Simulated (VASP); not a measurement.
Set up this calculation in VASP 6.6.1, as the native input.

* Task: relaxation of cell and atoms
* Functional: PBE
* Dispersion: D3(BJ)
* Potentials or basis: VASP PAW PBE potentials, release 64 (Ti_sv, N)
* Cutoff: 600 eV
* k mesh: 18 × 18 × 18
* Occupations: gaussian, width 0.1 eV
* Spin: no spin polarisation
* Dipole correction: no
* Further INCAR settings: ALGO = Normal; EDIFF = 1e-06; IBRION = 2; EDIFFG = -0.005; NSW = 100; ISIF = 3

The structure of TiN lies in POSCAR:

```
TiN
1.0
    0.0000000000      2.1220000000      2.1220000000
    2.1220000000      0.0000000000      2.1220000000
    2.1220000000      2.1220000000      0.0000000000
Ti N
1 1
Direct
    0.0000000000      0.0000000000      0.0000000000
    0.5000000000      0.5000000000      0.5000000000
```

The input as run:

INCAR

```
ALGO     = Normal         # electronic algorithm
EDIFF    = 1E-6           # SCF threshold, eV
EDIFFG   = -0.005         # ionic threshold
ENCUT    = 600            # plane-wave cutoff, eV
GGA      = PE             # functional
IBRION   = 2              # ionic algorithm
ISIF     = 3              # what is computed and relaxed
ISMEAR   = 0              # smearing method
IVDW     = 12             # dispersion correction
LASPH    = T              # aspherical terms in the spheres
LCHARG   = F              # write CHGCAR
LREAL    = F              # projectors in reciprocal space
LWAVE    = F              # write WAVECAR
NELM     = 100            # most SCF steps
NSW      = 100            # ionic steps
PREC     = Accurate       # precision mode
SIGMA    = 0.1            # smearing width, eV
```

KPOINTS

```
k-points
0
Gamma
  18 18 18
```

Potentials or basis: VASP PAW PBE potentials, release 64 (Ti_sv, N).

Run with:

```bash
$ cat potpaw_PBE.64/Ti_sv/POTCAR potpaw_PBE.64/N/POTCAR > POTCAR
$ mpirun -np 1 vasp_std > vasp.out
```

Results of the run:

The relaxed volume is 9.31 Å³/atom. The relaxed cell is a = 2.975 Å, b = 2.975 Å, c = 2.975 Å, α = 60.00°, β = 60.00°, γ = 60.00°, the space group after relaxing (to 0.1 Å) is Fm-3m (No. 225) and the energy gained by relaxing is 5.7 meV/atom. The ionic steps are 3, the pressure after relaxing is 0.0 GPa and the band gap on the k mesh is zero (an odd number of electrons rules out a gap without spin polarisation). The dispersion energy per atom is -0.480 eV.

It took 40 s on 1 thread of Intel(R) Xeon(R) 6975P-C (Granite Rapids), on a shared host, peak memory 0.2 GiB.
